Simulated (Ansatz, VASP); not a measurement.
## One calculation of AgI, two programs

File INCAR:

```
ALGO = Normal
EDIFF = 1E-7
EDIFFG = -0.008
ENCUT = 450
GGA = PE
GGA_COMPAT = False
IBRION = 2
ISIF = 2
ISMEAR = 0
LASPH = True
LCHARG = False
LREAL = False
LWAVE = False
NELM = 120
NELMIN = 4
NSW = 60
PREC = Accurate
SIGMA = 0.02
```

KPOINTS

```
k-points
0
Gamma
  6 6 4
```

The input POSCAR:

```
AgI
1.0
    4.8268754263      0.0000000000      0.0000000000
   -2.4134377132      4.1801967401      0.0000000000
    0.0000000000      0.0000000000      7.8909663860
Ag I
2 2
Direct
    0.3333333333      0.6666666667      0.0024494355
    0.6666666667      0.3333333333      0.5024494355
    0.3333333333      0.6666666667      0.3774505645
    0.6666666667      0.3333333333      0.8774505645
```

Input for Ansatz:

```yaml
crystal:
  lattice:
    - [4.8268754263, 0.0, 0.0]
    - [-2.4134377132, 4.1801967401, 0.0]
    - [0.0, 0.0, 7.890966386]
  atoms:
    - { symbol: Ag, position: [0.3333333333, 0.6666666667, 0.0024494355] }
    - { symbol: Ag, position: [0.6666666667, 0.3333333333, 0.5024494355] }
    - { symbol: I, position: [0.3333333333, 0.6666666667, 0.3774505645] }
    - { symbol: I, position: [0.6666666667, 0.3333333333, 0.8774505645] }
basis:
  ecutwfc: 420
kpoints:
  mp_grid: { grid: [6, 6, 4] }
hamiltonian:
  xc: pbe
scf:
  occupations: { method: gaussian, width: 0.02 }
output:
  forces: true
  stress: true
  eigenvalues: true
relax:
  adjacent_minimum: "off"
  f_tol: 0.008
  max_steps: 40
```

Change from the starting cell: equal strain along all axes, cell held, atoms relaxed: +3.0 %.

Alike in both runs: task relaxation of the atoms; functional PBE; k mesh 6 × 6 × 4; occupations gaussian, width 0.02 eV; no spin polarisation.

|  | VASP | Ansatz |
| --- | --- | --- |
| version | VASP 6.6.1 | Ansatz 0.2.0 |
| potentials or method | VASP PAW PBE potentials, release 64 (Ag, I), cutoff 450 eV | scalar-relativistic, plane waves, PAW |
| valence electrons in the cell | 36 | 72 |

|  | VASP | Ansatz | Ansatz less VASP |
| --- | --- | --- | --- |
| gap on the k mesh at the Fermi level, each at its own relaxed structure (eV) | 1.38 | 1.37 | -0.001 |

VASP's potentials hold 36 valence electrons a cell and Ansatz's 72, so a difference there can come from the potentials and not from the codes. Ansatz's warnings: stress scf threshold loose.

Neither program's run includes spin-orbit coupling. Noted on VASP's run: the relaxation stopped at its first step, so nothing moved.
